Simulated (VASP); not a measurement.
# Mg2As (P6/mmm) in VASP: a series of runs, part 2 of 2

VASP 6.6.1. Earlier steps stand in the parts before.

## Step 3: Relaxation of cell and atoms, PBE

This run uses another cell than the first one, of 20.93 Å³/atom.

File INCAR:

```
SYSTEM = Mg2As
PREC = Accurate
ENCUT = 600
EDIFF = 1E-6
ISMEAR = 0
SIGMA = 0.1
LREAL = .FALSE.
LASPH = .TRUE.
NELM = 60
ALGO = Fast
ISIF = 3
LWAVE = .FALSE.
LCHARG = .FALSE.
GGA = PE
IBRION = 2
NSW = 90
EDIFFG = -0.04
```

File KPOINTS:

```
regular mesh
0
G
  6 6 6
  0 0 0
```

File POSCAR:

```
Mg2As
1.0
    4.8042840973      0.0000000000      0.0000000000
   -2.4021420487      4.1606320753      0.0000000000
    0.0000000000      0.0000000000      3.1418623277
Mg As
2 1
Direct
    0.3333333333      0.6666666667      0.5000000000
    0.6666666667      0.3333333333      0.5000000000
    0.0000000000      0.0000000000      0.0000000000
```

Potentials or basis: VASP PAW PBE potentials, release 64 (Mg, As).

Run with:

```
> cat potpaw_PBE.64/Mg/POTCAR potpaw_PBE.64/As/POTCAR > POTCAR
> mpirun -np 1 vasp_std > vasp.out
```

OUTCAR:

```text
SYSTEM = Mg2As
   PREC = Accurate
   ENCUT = 600
   EDIFF = 1E-6
   ISMEAR = 0
   LREAL = .FALSE.
   LASPH = .TRUE.
   NELM = 60
   ISIF = 3
   GGA = PE
   IBRION = 2
   NSW = 90
   EDIFFG = -0.04

 ion  position               nearest neighbor table
   1  0.333  0.667  0.500-   2 2.77   2 2.77   2 2.77   3 3.19   3 3.19   3 3.19   3 3.19   3 3.19
                             3 3.19
   2  0.667  0.333  0.500-   1 2.77   1 2.77   1 2.77   3 3.19   3 3.19   3 3.19   3 3.19   3 3.19
                             3 3.19
   3  0.000  0.000  0.000-   1 3.19   2 3.19   1 3.19   2 3.19   2 3.19   2 3.19   1 3.19   1 3.19
                             2 3.19   2 3.19   1 3.19   1 3.19

  LATTYP: Found a hexagonal cell.
 ALAT       =     4.8042840973
 C/A-ratio  =     0.6539709693

  Lattice vectors:

 A1 = (   4.8042840973,   0.0000000000,   0.0000000000)
 A2 = (  -2.4021420487,   4.1606320753,   0.0000000000)
 A3 = (   0.0000000000,   0.0000000000,   3.1418623277)

Analysis of symmetry for initial positions (statically):
=====================================================================
 Subroutine PRICEL returns:
 Original cell was already a primitive cell.

 Routine SETGRP: Setting up the symmetry group for a
 hexagonal supercell.

 Subroutine GETGRP returns: Found 24 space group operations
 (whereof 24 operations were pure point group operations)
 out of a pool of 24 trial point group operations.
[... 353 lines left out ...]
--------------------------------------- Ionic step       14  -------------------------------------------

 number of electron       9.0000000 magnetization

 Free energy of the ion-electron system (eV)
  ---------------------------------------------------
  ext. energy  EPLUGINS =         0.00000000
  ---------------------------------------------------
  free energy    TOTEN  =        -7.44020089 eV

  energy without entropy =       -7.43171239  energy(sigma->0) =       -7.43595664

 E-fermi :   4.4348     XC(G=0):  -9.2780

 val. band max:        4.3837418864   @ k =   0.0000   0.0000   0.1667
 cond. band min:       4.4766915151   @ k =   0.3333   0.1667   0.3333
 fundamental gap:      0.0929496287
 Fermi energy:         4.4347503050

 k-point     1 :       0.0000    0.0000    0.0000
  band No.  band energies     occupation
      1      -8.3325      2.00000
      2       0.1530      2.00000
      3       0.7480      2.00000
      4       0.7480      2.00000
      5       3.9212      2.00000
      6       3.9212      2.00000
      7       5.1708      0.00000
      8       8.2386      0.00000
[... 243 lines left out ...]
 k-point    24 :       0.3333   -0.0000    0.5000
  band No.  band energies     occupation
      1      -5.3140      2.00000
      2      -1.1786      2.00000
      3       1.5594      2.00000
      4       3.1234      2.00000
      5       3.6880      2.00000
      6       5.2819      0.00000
      7       6.2519      0.00000
      8       6.5123      0.00000

 [... further k-points ...]

------------------------ aborting loop because EDIFF is reached ----------------------------------------

  FORCE on cell =-STRESS in cart. coord.  units (eV):
  Direction    XX          YY          ZZ          XY          YZ          ZX
  --------------------------------------------------------------------------------------
  -------------------------------------------------------------------------------------
  Total        0.0069216      0.0069216      0.0024277     -0.0000000      0.0000000     -0.0000000
  in kB        0.1762447      0.1762447      0.0618169     -0.0000000      0.0000000     -0.0000000
  external PRESSURE =       0.1381021 kB  Pullay stress =       0.0000000 kB
[... 18 lines left out ...]
  FREE ENERGIE OF THE ION-ELECTRON SYSTEM (eV)
  ---------------------------------------------------
  free  energy   TOTEN  =        -7.4402008946 eV

  energy  without entropy=       -7.4317123922  energy(sigma->0) =       -7.43595664

 reached required accuracy - stopping structural energy minimisation
```

OSZICAR:

```text
N       E                     dE             d eps       ncg     rms          rms(c)
DAV:   1     0.133430575541E+02    0.13343E+02   -0.35457E+03   448   0.940E+02
DAV:   2    -0.694607363135E+01   -0.20289E+02   -0.19909E+02   632   0.871E+01
DAV:   3    -0.754770569340E+01   -0.60163E+00   -0.59729E+00   560   0.170E+01
[... 117 lines left out ...]
DAV:   1    -0.744117305761E+01   -0.14847E-02   -0.22129E-02   488   0.852E-01    0.122E-01
RMM:   2    -0.744029073349E+01    0.88232E-03   -0.16212E-03   448   0.234E-01    0.521E-02
RMM:   3    -0.744021236166E+01    0.78372E-04   -0.51860E-04   448   0.132E-01    0.169E-02
RMM:   4    -0.744020170765E+01    0.10654E-04   -0.36734E-05   448   0.519E-02    0.697E-03
RMM:   5    -0.744020089464E+01    0.81301E-06   -0.57074E-06   390   0.184E-02
  14 F= -.74402009E+01 E0= -.74359566E+01  d E =-.226806E-01
```

Run time: 80 s. Hardware: 1 thread of Intel Xeon 6975P-C (Granite Rapids), shared host; peak memory 0.21 GiB.

Results:

```
Free energy                           : -7.4402 eV
Relaxed volume                        : 20.97 Å³/atom
Relaxed cell                          : a = 5.035 Å, b = 5.035 Å, c = 2.865 Å, α = 90.00°, β = 90.00°, γ = 120.00°
Space group after relaxing (to 0.1 Å) : P6/mmm (No. 191)
Energy gained by relaxing             : 42.2 meV/atom
Ionic steps                           : 14
Pressure after relaxing               : 0.0 GPa
Band gap on the k mesh                : zero (an odd number of electrons rules out a gap without spin polarisation)
```

The path:
| step | energy change (eV) | largest force (eV/Å) | pressure (GPa) | volume (Å³) |
| --- | --- | --- | --- | --- |
| 1 | 0.0000 | 0.0000 | 1.34 | 62.80 |
| 2 | -0.0157 | 0.0000 | 0.09 | 64.40 |
| 3 | -0.0203 | 0.0000 | -1.13 | 66.13 |
| 4 | -0.0337 | 0.0000 | -1.39 | 66.37 |
| 5 | -0.0721 | 0.0000 | -2.18 | 66.99 |
| 6 | 0.0297 | 0.0000 | -2.10 | 67.83 |
| 7 | -0.0817 | 0.0000 | -2.43 | 67.14 |
| 8 | -0.0721 | 0.0000 | -2.62 | 67.54 |
| 9 | -0.0880 | 0.0000 | -2.57 | 67.27 |
| 10 | -0.1030 | 0.0000 | -2.02 | 66.23 |
| 11 | -0.1038 | 0.0000 | -1.85 | 65.95 |
| 12 | -0.1158 | 0.0000 | -1.29 | 64.98 |
| 13 | -0.1259 | 0.0000 | -0.30 | 63.38 |
| 14 | -0.1265 | 0.0000 | 0.01 | 62.92 |

Final structure:
```xyz
3
Lattice="5.0355 0.0000 0.0000 -2.5177 4.3609 0.0000 0.0000 0.0000 2.8654" Properties=species:S:1:pos:R:3 pbc="T T T"
Mg    0.0000    2.9072    1.4327
Mg    2.5177    1.4536    1.4327
As    2.5177    4.3609    0.0000
```

## Step 4: Single point, PBE

This run uses another cell than the first one, of 21.15 Å³/atom.

File INCAR:

```
PREC     = Accurate       # precision mode
ENCUT    = 520            # plane-wave cutoff, eV
EDIFF    = 1E-7           # SCF threshold, eV
ISMEAR   = 0              # smearing method
SIGMA    = 0.1            # smearing width, eV
LREAL    = F              # projectors in reciprocal space
LASPH    = T              # aspherical terms in the spheres
NELM     = 60             # most SCF steps
ALGO     = Normal         # electronic algorithm
ISIF     = 2              # what is computed and relaxed
LWAVE    = F              # write WAVECAR
LCHARG   = F              # write CHGCAR
GGA      = PE             # functional
NBANDS   = 12             # bands
```

File KPOINTS:

```
regular mesh
0
Gamma
  12 12 16
```

File POSCAR:

```
Mg2As
1.0
    4.8942506735      0.0000000000      0.0000000000
   -2.4471253367      4.2385454157      0.0000000000
    0.0000000000      0.0000000000      3.0589457775
Mg As
2 1
Direct
    0.3333333333      0.6666666667      0.5000000000
    0.6666666667      0.3333333333      0.5000000000
    0.0000000000      0.0000000000      0.0000000000
```

Run with:

```
> cat potpaw_PBE.64/Mg/POTCAR potpaw_PBE.64/As/POTCAR > POTCAR
> mpirun -np 1 vasp_std > vasp.out
```

Wall time 32 s (1 thread of Intel Xeon 6975P-C (Granite Rapids), shared host); peak memory 0.28 GiB.

Results (log left out):

```yaml
Free_energy: -7.4122 eV
Pressure: -0.1 GPa
Band_gap_on_the_k_mesh: zero (an odd number of electrons rules out a gap without spin polarisation)
```

Levels at points of the mesh, in eV from the Fermi level:
```
           k point  band 2  band 3  band 4  band 5  band 6  band 7  band 8  band 9
(0.00, 0.00, 0.00)   -3.56   -3.00   -3.00    0.06    0.06    1.61    2.73    6.44
(0.50, 0.00, 0.00)   -6.39   -3.84   -2.56    2.92    2.98    3.68    4.48    5.78
(0.00, 0.00, 0.50)   -5.58   -0.75   -0.75   -0.13    1.42    3.41    3.41    3.42
(0.50, 0.00, 0.50)   -4.77   -3.28   -1.50   -1.34    0.89    1.57    1.87    4.88
```

## Step 5: Relaxation of cell and atoms, PBE

This run uses another cell than the first one, of 21.04 Å³/atom.

File INCAR:

```
PREC = Accurate
ENCUT = 600
EDIFF = 1E-6
ISMEAR = 0
SIGMA = 0.1
LREAL = False
LASPH = True
NELM = 100
ALGO = Fast
ISIF = 3
LWAVE = False
LCHARG = False
GGA = PE
IBRION = 2
NSW = 100
EDIFFG = -0.01
```

KPOINTS is that of step 4.

File POSCAR:

```
Mg2As
1.0
    5.0438812119      0.0000000000      0.0000000000
   -2.5219406059      4.3681292631      0.0000000000
    0.0000000000      0.0000000000      2.8653991487
Mg As
2 1
Direct
    0.3333333333      0.6666666667      0.5000000000
    0.6666666667      0.3333333333      0.5000000000
    0.0000000000      0.0000000000      0.0000000000
```

Run with:

```
> cat potpaw_PBE.64/Mg/POTCAR potpaw_PBE.64/As/POTCAR > POTCAR
> mpirun -np 1 vasp_std > vasp.out
```

Run time: 2.9 min. Hardware: 1 thread of Intel Xeon 6975P-C (Granite Rapids), shared host; peak memory 0.3 GiB.

It converged, with:

* Free energy: -7.4123 eV
* Relaxed volume: 21.14 Å³/atom
* Relaxed cell: a = 4.893 Å, b = 4.893 Å, c = 3.059 Å, α = 90.00°, β = 90.00°, γ = 120.00°
* Space group after relaxing (to 0.1 Å): P6/mmm (No. 191)
* Energy gained by relaxing: 10.7 meV/atom
* Ionic steps: 8
* Pressure after relaxing: 0.0 GPa
* Band gap on the k mesh: zero (an odd number of electrons rules out a gap without spin polarisation)

Step by step:
```csv
step,energy change (eV),largest force (eV/Å),pressure (GPa),volume (Å³)
1,0.0000,0.0000,0.38,63.13
2,-0.0129,0.0000,-0.03,63.58
3,-0.0176,0.0000,-0.26,63.90
4,-0.0249,0.0000,-0.72,64.53
5,-0.0150,0.0000,-1.48,65.67
6,-0.0267,0.0000,-0.93,64.81
7,-0.0319,0.0000,0.12,63.22
8,-0.0320,0.0000,-0.02,63.42
```

Final structure:
```
Mg As
1.0
     4.89326    0.00000    0.00000
    -2.44663    4.23769    0.00000
     0.00000    0.00000    3.05858
Mg As
2 1
Direct
  0.33333 0.66667 0.50000
  0.66667 0.33333 0.50000
  0.00000 0.00000 0.00000
```

Levels at points of the mesh, in eV from the Fermi level:
```csv
k point,band 1,band 2,band 3,band 4,band 5,band 6,band 7,band 8
"(0.00, 0.00, 0.00)",-12.08,-3.56,-3.00,-3.00,0.06,0.06,1.61,2.73
"(0.50, 0.00, 0.00)",-11.67,-6.39,-3.84,-2.56,2.93,2.98,3.68,4.48
"(0.00, 0.00, 0.50)",-9.88,-5.58,-0.75,-0.75,-0.13,1.42,3.42,3.42
"(0.50, 0.00, 0.50)",-9.62,-4.77,-3.29,-1.50,-1.34,0.89,1.57,1.87
```

## Step 6: Summary

```tsv
task	cell	k mesh	cutoff (eV)	gap on the mesh (eV)	pressure (GPa)	relaxed volume (Å³/atom)
relaxation of cell and atoms	relaxed from a = 4.049, b = 4.049, c = 4.372 Å, angles 90.0, 90.0, 120.0°, 3 atoms	6 × 6 × 4	600	none	0.0	20.95
relaxation of cell and atoms	relaxed from a = 4.804, b = 4.804, c = 3.142 Å, angles 90.0, 90.0, 120.0°, 3 atoms	6 × 6 × 6	600	none	0.0	20.97
single point	a = 4.894, b = 4.894, c = 3.059 Å, angles 90.0, 90.0, 120.0°, 3 atoms	12 × 12 × 16	520	none	-0.1	-
relaxation of cell and atoms	relaxed from a = 5.044, b = 5.044, c = 2.865 Å, angles 90.0, 90.0, 120.0°, 3 atoms	12 × 12 × 16	600	none	0.0	21.14
```

Alike in all rows: level PBE; potentials or basis VASP PAW PBE potentials, release 64 (Mg, As); no spin polarisation; smearing gaussian 0.1 eV.

Caveats: a cell axis changed by over 15 % at a fixed basis, so the end point is rough (at least some runs).

Total energies depend on the potentials used, so only differences within one code and one set of settings carry meaning.
